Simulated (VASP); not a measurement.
# LiBr in VASP: a series of runs

The runs below take LiBr through single point, with r2SCAN.

Everything below comes from runs of VASP 6.6.1. Logs are shortened: lines on timing, memory, paths and dates and some standing lists are left out, and cuts for length are marked.

## Step 1: The cell of the first run

Symmetry: Fm-3m, No. 225, cubic system. Conventional cell: a = 5.501 Å, b = 5.501 Å, c = 5.501 Å, α = 90.00°, β = 90.00°, γ = 90.00°. Within 3.6 Å of Li (site symmetry m-3m) lie 6 Br at 2.75 Å. Br (site symmetry m-3m) has 6 Li at 2.75 Å within 3.6 Å.

## Step 2: Single point, r2SCAN

POSCAR reads:

```
LiBr
1.0
    0.0000000000      2.7506500000      2.7506500000
    2.7506500000      0.0000000000      2.7506500000
    2.7506500000      2.7506500000      0.0000000000
Li Br
1 1
Direct
    0.0000000000      0.0000000000      0.0000000000
    0.5000000000      0.5000000000      0.5000000000
```

INCAR.step1 reads:

```
PREC = Accurate
ENCUT = 830
ISMEAR = -1
SIGMA = 0.05
LREAL = F
LASPH = T
NELM = 120
NBANDS = 12
GGA = PE
ALGO = Normal
EDIFF = 1E-5
LWAVE = T
LCHARG = F
GGA_COMPAT = F
```

INCAR.step2 reads:

```
PREC = Accurate
ENCUT = 830
EDIFF = 1E-6
ISMEAR = -1
SIGMA = 0.05
LREAL = F
LASPH = T
NELM = 120
ALGO = Normal
ISIF = 2
LWAVE = F
LCHARG = F
METAGGA = R2SCAN
LMIXTAU = T
NBANDS = 12
ISTART = 1
GGA_COMPAT = F
```

KPOINTS reads:

```
Automatic mesh
0
Gamma
  6 6 6
```

Potentials or basis: VASP PAW PBE potentials, release 64 (Li_sv, Br).

Command:

```console
cat potpaw_PBE.64/Li_sv/POTCAR potpaw_PBE.64/Br/POTCAR > POTCAR
cp INCAR.step1 INCAR
mpirun -np 1 vasp_std > vasp.out
cp INCAR.step2 INCAR
mpirun -np 1 vasp_std > vasp.out
```

OUTCAR:

```text
PREC = Accurate
   ENCUT = 830
   EDIFF = 1E-6
   ISMEAR = -1
   LREAL = F
   LASPH = T
   NELM = 120
   ISIF = 2
   METAGGA = R2SCAN
   ISTART = 1

 ion  position               nearest neighbor table
   1  0.000  0.000  0.000-
   2  0.500  0.500  0.500-

  LATTYP: Found a face centered cubic cell.
 ALAT       =     5.5013000000

  Lattice vectors:

 A1 = (   0.0000000000,   2.7506500000,   2.7506500000)
 A2 = (   2.7506500000,   0.0000000000,   2.7506500000)
 A3 = (   2.7506500000,   2.7506500000,   0.0000000000)

Analysis of symmetry for initial positions (statically):
=====================================================================
 Subroutine PRICEL returns:
 Original cell was already a primitive cell.

 Routine SETGRP: Setting up the symmetry group for a
 face centered cubic supercell.

 Subroutine GETGRP returns: Found 48 space group operations
 (whereof 48 operations were pure point group operations)
 out of a pool of 48 trial point group operations.

The static configuration has the point symmetry O_h .

Analysis of symmetry for dynamics (positions and initial velocities):
=====================================================================
 Subroutine PRICEL returns:
 Original cell was already a primitive cell.

 Routine SETGRP: Setting up the symmetry group for a
 face centered cubic supercell.

 Subroutine GETGRP returns: Found 48 space group operations
 (whereof 48 operations were pure point group operations)
 out of a pool of 48 trial point group operations.

The dynamic configuration has the point symmetry O_h .

 Subroutine INISYM returns: Found 48 space group operations
 (whereof 48 operations are pure point group operations),
 and found     1 'primitive' translations

----------------------------------------------------------------------------------------

                                     Primitive cell

  volume of cell :      41.6233

  direct lattice vectors                    reciprocal lattice vectors
     0.000000000  2.750650000  2.750650000    -0.181775217  0.181775217  0.181775217
     2.750650000  0.000000000  2.750650000     0.181775217 -0.181775217  0.181775217
     2.750650000  2.750650000  0.000000000     0.181775217  0.181775217 -0.181775217

  length of vectors
     3.890006535  3.890006535  3.890006535     0.314843911  0.314843911  0.314843911
[... 77 lines left out ...]
   NFREE  =      0    steps in history (QN), initial steepest desc. (CG)
   ISIF   =      2    stress and relaxation
   ISYM   =      2    0-nonsym 1-usesym 2-fastsym
   POTIM  = 0.5000    time-step for ionic-motion
   TEBEG  =    0.0;   TEEND  =   0.0 temperature during run
   PSTRESS=    0.0 pullay stress
   NELECT =      10.0000    total number of electrons
   NUPDOWN=      -1.0000    fix difference up-down
   EMIN   =  10.00;   EMAX   =-10.00  energy-range for DOS
   EFERMI =   0.00;   METHOD = LEGACY
   ISMEAR =    -1;   SIGMA  =   0.05  broadening in eV -4-tet -1-fermi 0-gaus
   EFERMI_NEDOS =   21; number of points for ismear=-14 and -15
   IALGO  =     38    algorithm
   IMIX   =      4    mixing-type and parameters
     AMIX     =   0.40;   BMIX     =  1.00
     AMIX_MAG =   1.60;   BMIX_MAG =  1.00
  volume/ion in A,a.u.               =      20.81       140.44
  Fermi-wavevector in a.u.,A,eV,Ry     =   1.017723  1.923217 14.092366  1.035760
  Thomas-Fermi vector in A             =   2.151140
   LORBIT       =      0    0 simple, 1 ext, 2 COOP (PROOUT), +10 PAW based schemes
   METAGGA = R2SCAN    functional components
   LHFCALC =     F    Hartree Fock is set to
   AEXX    =    0.0000 exact exchange contribution
   IVDW    =     0    specifies the selected vdW correction
   LEPSILON=     F    determine dielectric tensor
   LRPA    =     F    only Hartree local field effects (RPA)
 non-spin polarized calculation
  energy-cutoff  :      830.00
  volume of cell :       41.62
 maximum number of plane-waves:      2285
 NGX is ok and might be reduce to    40
   NGX = 19   NGY = 19   NGZ = 19

 number of electron       9.9999999 magnetization

 Free energy of the ion-electron system (eV)
  ---------------------------------------------------
  ext. energy  EPLUGINS =         0.00000000
  ---------------------------------------------------
  free energy    TOTEN  =       -19.14916170 eV

  energy without entropy =      -19.14916170  energy(sigma->0) =      -19.14916170

 E-fermi :   1.0274     XC(G=0):  -8.7978

 val. band max:       -0.0699439924   @ k =   0.0000   0.0000   0.0000
 cond. band min:       5.7998066173   @ k =   0.0000   0.0000   0.0000
 fundamental gap:      5.8697506097
 Fermi energy:         1.0273986267

 k-point     1 :       0.0000    0.0000    0.0000
  band No.  band energies     occupation
      1     -45.8040      2.00000
      2     -13.9695      2.00000
      3      -0.0699      2.00000
      4      -0.0699      2.00000
      5      -0.0699      2.00000
      6       5.7998      0.00000
      7      11.1463      0.00000
      8      11.1463      0.00000
      9      11.1463      0.00000
     10      13.3718      0.00000
     11      13.3718      0.00000
     12      13.3718      0.00000
[... 211 lines left out ...]
 k-point    16 :      -0.3333    0.5000    0.1667
  band No.  band energies     occupation
      1     -45.8027      2.00000
      2     -13.2823      2.00000
      3      -2.6201      2.00000
      4      -1.7665      2.00000
      5      -1.2117      2.00000
      6       7.9356      0.00000
      7       8.9306      0.00000
      8      10.6547      0.00000
      9      11.3751      0.00000
     10      14.2430      0.00000
     11      16.3236      0.00000
     12      18.1115      0.00000

------------------------ aborting loop because EDIFF is reached ----------------------------------------

  FORCE on cell =-STRESS in cart. coord.  units (eV):
  Direction    XX          YY          ZZ          XY          YZ          ZX
  --------------------------------------------------------------------------------------
  -------------------------------------------------------------------------------------
  Total       -0.1790682     -0.1790682     -0.1790682      0.0000000      0.0000000     -0.0000000
  in kB       -6.8927589     -6.8927589     -6.8927589      0.0000000      0.0000000     -0.0000000
  external PRESSURE =      -6.8927589 kB  Pullay stress =       0.0000000 kB

 VOLUME and BASIS-vectors are now :
 -----------------------------------------------------------------------------
  energy-cutoff  :      830.00
  volume of cell :       41.62
      direct lattice vectors                 reciprocal lattice vectors
     0.000000000  2.750650000  2.750650000    -0.181775217  0.181775217  0.181775217
     2.750650000  0.000000000  2.750650000     0.181775217 -0.181775217  0.181775217
     2.750650000  2.750650000  0.000000000     0.181775217  0.181775217 -0.181775217

 POSITION                                       TOTAL-FORCE (eV/Angst)
 -----------------------------------------------------------------------------------
      0.00000      0.00000      0.00000        -0.000000     -0.000000     -0.000000
      2.75065      2.75065      2.75065         0.000000      0.000000      0.000000
 -----------------------------------------------------------------------------------
    total drift:                                0.000000     -0.000000      0.000000

  FREE ENERGIE OF THE ION-ELECTRON SYSTEM (eV)
  ---------------------------------------------------
  free  energy   TOTEN  =       -19.1491617013 eV

  energy  without entropy=      -19.1491617012  energy(sigma->0) =      -19.14916170
```

It took 71 s on 1 thread of Intel Xeon Platinum 8375C at 2.90GHz (Ice Lake), shared host; peak memory 0.26 GiB.

What came out:

```yaml
Free_energy: -19.1492 eV
Pressure: -0.7 GPa
Band_gap_on_the_k_mesh: 5.87 eV, direct
```

Levels at points of the mesh, in eV from the valence-band top:
| k point | band 1 | band 2 | band 3 | band 4 | band 5 | band 6 | band 7 | band 8 | band 9 | band 10 |
| --- | --- | --- | --- | --- | --- | --- | --- | --- | --- | --- |
| (0.00, 0.00, 0.00) | -45.73 | -13.90 | 0.00 | 0.00 | 0.00 | 5.87 | 11.22 | 11.22 | 11.22 | 13.44 |
| (0.50, 0.00, 0.00) | -45.73 | -13.41 | -2.89 | -0.28 | -0.28 | 6.39 | 8.88 | 8.88 | 12.97 | 15.11 |
| (0.50, 0.50, 0.00) | -45.73 | -13.21 | -2.90 | -1.15 | -1.15 | 7.09 | 7.74 | 12.71 | 13.65 | 13.65 |

Caveat: the PAW data sets were made with another functional, which shifts forces and pressure a little.

## Step 3: Single point, r2SCAN

This run uses another cell than the first one, of 20.60 Å³/atom, 0.990 times its volume.

POSCAR reads:

```
LiBr
1.0
    0.0000000000      2.7506500000      2.7231435000
    2.7506500000      0.0000000000      2.7231435000
    2.7506500000      2.7506500000      0.0000000000
Li Br
1 1
Direct
    0.0000000000      0.0000000000      0.0000000000
    0.5000000000      0.5000000000      0.5000000000
```

INCAR.step1 reads:

```
ALGO = Normal
EDIFF = 1E-5
ENCUT = 830
GGA = PE
GGA_COMPAT = False
ISMEAR = -1
LASPH = True
LCHARG = False
LREAL = False
LWAVE = True
NBANDS = 12
NELM = 120
PREC = Accurate
SIGMA = 0.05
```

INCAR.step2 reads:

```
ALGO = Normal
EDIFF = 1E-6
ENCUT = 830
GGA_COMPAT = False
ISIF = 2
ISMEAR = -1
ISTART = 1
LASPH = True
LCHARG = True
LELF = True
LMIXTAU = True
LREAL = False
LVHAR = True
LWAVE = False
METAGGA = R2SCAN
NBANDS = 12
NELM = 120
PREC = Accurate
SIGMA = 0.05
```

KPOINTS reads:

```
k-points
0
Gamma
  6 6 6
```

Potentials or basis: VASP PAW PBE potentials, release 64 (Li_sv, Br).

Command:

```console
cat potpaw_PBE.64/Li_sv/POTCAR potpaw_PBE.64/Br/POTCAR > POTCAR
cp INCAR.step1 INCAR
mpirun -np 1 vasp_std > vasp.out
cp INCAR.step2 INCAR
mpirun -np 1 vasp_std > vasp.out
```

OUTCAR:

```text
EDIFF = 1E-6
   ENCUT = 830
   ISIF = 2
   ISMEAR = -1
   ISTART = 1
   LASPH = True
   LREAL = False
   METAGGA = R2SCAN
   NELM = 120
   PREC = Accurate

 ion  position               nearest neighbor table
   1  0.000  0.000  0.000-
   2  0.500  0.500  0.500-

  LATTYP: Found a body centered tetragonal cell.
 ALAT       =     3.8900065353
 C/A-ratio  =     1.4000714267

  Lattice vectors:

 A1 = (   0.0000000000,  -2.7506500000,  -2.7231435000)
[... 542 lines left out ...]

 [... further k-points ...]

------------------------ aborting loop because EDIFF is reached ----------------------------------------

  FORCE on cell =-STRESS in cart. coord.  units (eV):
  Direction    XX          YY          ZZ          XY          YZ          ZX
  --------------------------------------------------------------------------------------
  -------------------------------------------------------------------------------------
  Total       -0.1284330     -0.1284330     -0.0500235      0.0000000      0.0000000     -0.0000000
  in kB       -4.9936256     -4.9936256     -1.9449735      0.0000000      0.0000000     -0.0000000
  external PRESSURE =      -3.9774082 kB  Pullay stress =       0.0000000 kB

 VOLUME and BASIS-vectors are now :
 -----------------------------------------------------------------------------
  energy-cutoff  :      830.00
  volume of cell :       41.21
      direct lattice vectors                 reciprocal lattice vectors
     0.000000000  2.750650000  2.723143500    -0.181775217  0.181775217  0.183611330
     2.750650000  0.000000000  2.723143500     0.181775217 -0.181775217  0.183611330
     2.750650000  2.750650000  0.000000000     0.181775217  0.181775217 -0.183611330

 POSITION                                       TOTAL-FORCE (eV/Angst)
 -----------------------------------------------------------------------------------
      0.00000      0.00000      0.00000        -0.000000      0.000000     -0.000000
      2.75065      2.75065      2.72314         0.000000     -0.000000      0.000000
 -----------------------------------------------------------------------------------
    total drift:                                0.000000      0.000000      0.000000

  FREE ENERGIE OF THE ION-ELECTRON SYSTEM (eV)
  ---------------------------------------------------
  free  energy   TOTEN  =       -19.1506588496 eV

  energy  without entropy=      -19.1506588496  energy(sigma->0) =      -19.15065885
```

OUTCAR.step1:

```text
EDIFF = 1E-5
   ENCUT = 830
   GGA = PE
   ISMEAR = -1
   LASPH = True
[... 583 lines left out ...]
      0.00000      0.00000      0.00000         0.000000      0.000000      0.000000
      2.75065      2.75065      2.72314        -0.000000     -0.000000      0.000000
 -----------------------------------------------------------------------------------
    total drift:                                0.000000      0.000000      0.000000

  FREE ENERGIE OF THE ION-ELECTRON SYSTEM (eV)
  ---------------------------------------------------
  free  energy   TOTEN  =        -6.6398564874 eV

  energy  without entropy=       -6.6398564873  energy(sigma->0) =       -6.63985649
```

It took 88 s on 1 thread of Intel Xeon Platinum 8375C at 2.90GHz (Ice Lake), shared host; peak memory 0.24 GiB.

Results:

```yaml
Free_energy: -19.1507 eV
Pressure: -0.4 GPa
Band_gap_on_the_k_mesh: 5.91 eV, direct
```

Stress tensor (GPa, compression positive):
```
-0.50  0.00  0.00
 0.00 -0.50  0.00
 0.00  0.00 -0.19
```

Levels at points of the mesh, in eV from the valence-band top:
```
           k point  band 1  band 2  band 3  band 4  band 5  band 6  band 7  band 8  band 9  band 10
(0.00, 0.00, 0.00)  -45.73  -13.94   -0.03    0.00    0.00    5.91   11.19   11.19   11.27    13.41
(0.50, 0.00, 0.00)  -45.73  -13.44   -2.94   -0.31   -0.28    6.38    8.84    8.92   13.07    15.15
(0.50, 0.50, 0.00)  -45.73  -13.22   -2.96   -1.20   -1.20    7.08    7.69   12.89   13.66    13.67
(0.50, 0.00, 0.50)  -45.73  -13.24   -2.96   -1.21   -1.14    7.10    7.74   12.75   13.61    13.85
```

Caveat: the PAW data sets were made with another functional, which shifts forces and pressure a little. A k mesh can miss the band edges.

(Continued in part 2 of 2.)
